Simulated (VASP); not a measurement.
Crystal: CdF2.

```
CELL_PARAMETERS angstrom
0.00000 2.70052 2.70052
2.70052 0.00000 2.70052
2.70052 2.70052 0.00000
ATOMIC_POSITIONS crystal
Cd 0.00000 0.00000 0.00000
F 0.25000 0.25000 0.25000
F 0.75000 0.75000 0.75000
```

* Program: VASP 6.6.1
* Task: relaxation of cell and atoms
* Functional: PBE
* Potentials or basis: VASP PAW PBE potentials, release 64 (Cd, F)
* Cutoff: 600 eV
* k mesh: 6 × 6 × 6
* Occupations: gaussian, width 0.1 eV
* Spin: no spin polarisation

At the start: pressure 5.1 GPa; volume 13.13 Å³/atom.

Task: How do energy, volume and symmetry change on relaxing?

Result: Over 3 steps the energy falls by 10.0 meV/atom and the volume is 13.79 Å³/atom (+5.0 %); space group Fm-3m (No. 225, to 0.05 Å).

Step by step:
| step | energy change (eV) | largest force (eV/Å) | pressure (GPa) | volume (Å³) |
| --- | --- | --- | --- | --- |
| 1 | 0.0000 | 0.0000 | 5.12 | 39.39 |
| 2 | -0.0285 | 0.0000 | -1.03 | 41.83 |
| 3 | -0.0301 | 0.0000 | 0.01 | 41.36 |

Final structure:
```yaml
crystal:
  lattice:
    - [0.00000, 2.74474, 2.74474]
    - [2.74474, 0.00000, 2.74474]
    - [2.74474, 2.74474, 0.00000]
  atoms:
    - { symbol: Cd, position: [0.00000, 0.00000, 0.00000] }
    - { symbol: F, position: [0.25000, 0.25000, 0.25000] }
    - { symbol: F, position: [0.75000, 0.75000, 0.75000] }
```
